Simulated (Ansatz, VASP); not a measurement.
One calculation of Ti3Si4Ni, two programs

```xyz
8
Lattice="3.4763 2.0070 2.7359 -3.4763 2.0070 2.7359 0.0000 -4.0140 2.7359" Properties=species:S:1:pos:R:3 pbc="T T T"
Ti   -1.6729    0.1963    3.0806
Ti    0.6665   -1.5469    3.0806
Ti    1.0064    1.3507    3.0806
Si    1.6102   -0.2683    5.1296
Si    0.0000    0.0000    1.1416
Si   -0.5728    1.5286    5.1296
Si   -1.0374   -1.2603    5.1296
Ni    0.0000    0.0000    7.0591
```

Alike in both runs: functional PBE; k mesh 6 × 6 × 6; occupations gaussian, width 0.1 eV; no spin polarisation.

Ansatz relaxed the structure, and its values are those at the end. VASP's run is a single point on that final structure, the one shown.

```csv
,VASP,Ansatz
version,VASP 6.6.1,Ansatz 0.2.0
potentials or method,"VASP PAW PBE potentials, release 64 (Ti_sv, Si, Ni), cutoff 520 eV","scalar-relativistic, plane waves, PAW"
valence electrons in the cell,62,70
```

```tsv
	VASP	Ansatz	Ansatz less VASP
gap on the k mesh at the Fermi level (eV)	none	none	-
pressure (GPa)	-0.2	-0.1	+0.09
rms of the force components (eV/Å)	0.022	0.020	-0.0028
```

A gap of «none» marks a metal or a gap that the smearing closes. VASP's potentials hold 62 valence electrons a cell and Ansatz's 70, so a difference there can come from the potentials and not from the codes.
